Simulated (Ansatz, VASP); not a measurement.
## One calculation of RbCl, two programs

INCAR

```
PREC = Accurate
ENCUT = 500
EDIFF = 1E-6
ISMEAR = 0
SIGMA = 0.01
LREAL = F
LASPH = T
NELM = 120
ALGO = Normal
ISIF = 2
LWAVE = F
LCHARG = F
GGA = PS
NBANDS = 15
GGA_COMPAT = F
```

KPOINTS

```
Automatic mesh
0
Gamma
  6 6 6
```

File POSCAR:

```
RbCl
1.0
    0.0000000000      3.2740000000      3.2740000000
    3.2740000000      0.0000000000      3.2740000000
    3.2740000000      3.2740000000      0.0000000000
Rb Cl
1 1
Direct
    0.0000000000      0.0000000000      0.0000000000
    0.5000000000      0.5000000000      0.5000000000
```

Input for Ansatz:

```yaml
crystal:
  lattice:
    - [0.0, 3.274, 3.274]
    - [3.274, 0.0, 3.274]
    - [3.274, 3.274, 0.0]
  atoms:
    - { symbol: Rb, position: [0.0, 0.0, 0.0] }
    - { symbol: Cl, position: [0.5, 0.5, 0.5] }
kpoints:
  mp_grid: { grid: [6, 6, 6] }
scf:
  occupations: { method: fixed }
hamiltonian:
  xc: pbesol
  pseudopotentials: { kind: all_electron, lapw: { basis_error: 0.001 } }
output:
  forces: true
  stress: true
  eigenvalues: true
  eigenstates:
    nscf_kmesh: { grid: [10, 10, 10] }
    de_dk: true
    e_range: [-9, 14.89093903713]
  optics:
    e_range: [0, 25]
    de: 0.2
    sigma: 0.15
    bands: { spectra_wanted_up_to: 25 }
    nscf_kmesh: { grid: [10, 10, 10] }
checkpoint:
  write: ck
  write_wavefunctions: false
```

Alike in both runs: task single point; functional PBEsol; k mesh 6 × 6 × 6; no spin polarisation.

```csv
,VASP,Ansatz
version,VASP 6.6.1,Ansatz 0.2.0
potentials or method,"VASP PAW PBE potentials, release 64 (Rb_sv, Cl), cutoff 500 eV","all-electron LAPW, scalar-relativistic"
occupations,"gaussian, width 0.01 eV",fixed
```

```tsv
	VASP	Ansatz	Ansatz less VASP
gap on the k mesh at the Fermi level (eV)	4.89	4.89	+0.004
pressure (GPa)	0.0	0.0	-0.01
```

VASP's potentials were made for PBE, not for PBEsol. Ansatz ran all-electron here, and VASP with PAW potentials.
